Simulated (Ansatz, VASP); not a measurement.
# Zr in VASP and in Ansatz

```xyz
2
Lattice="3.1906 0.0000 0.0000 -1.5953 2.7632 0.0000 0.0000 0.0000 5.1722" Properties=species:S:1:pos:R:3 pbc="T T T"
Zr    0.0000    1.8421    1.2931
Zr    1.5953    0.9211    3.8792
```

Change from the starting cell: x and y stretched by -1.5 %, z held, crystal datasets.

Alike in both runs: task electric field gradients; functional PBE; k mesh 12 × 12 × 7; occupations fermi-dirac, width 0.05 eV; no spin polarisation.

```csv
,VASP,Ansatz
version,VASP 6.6.1,Ansatz 0.2.0
potentials or method,"VASP PAW PBE potentials, release 64 (Zr_sv), cutoff 520 eV","all-electron PAW with datasets made for the crystal, scalar-relativistic"
```

|  | VASP | Ansatz | Ansatz less VASP |
| --- | --- | --- | --- |
| pressure (GPa) | 2.5 | 2.5 | +0.01 |
| traceless stress, the component that is largest in VASP (GPa) | -0.53 | -0.53 | +0.005 |
| size of Vzz on the site where it differs most (V/Å²) | 31.9 | 32.9 | +1.04 |

Ansatz ran all-electron here, and VASP with PAW potentials.
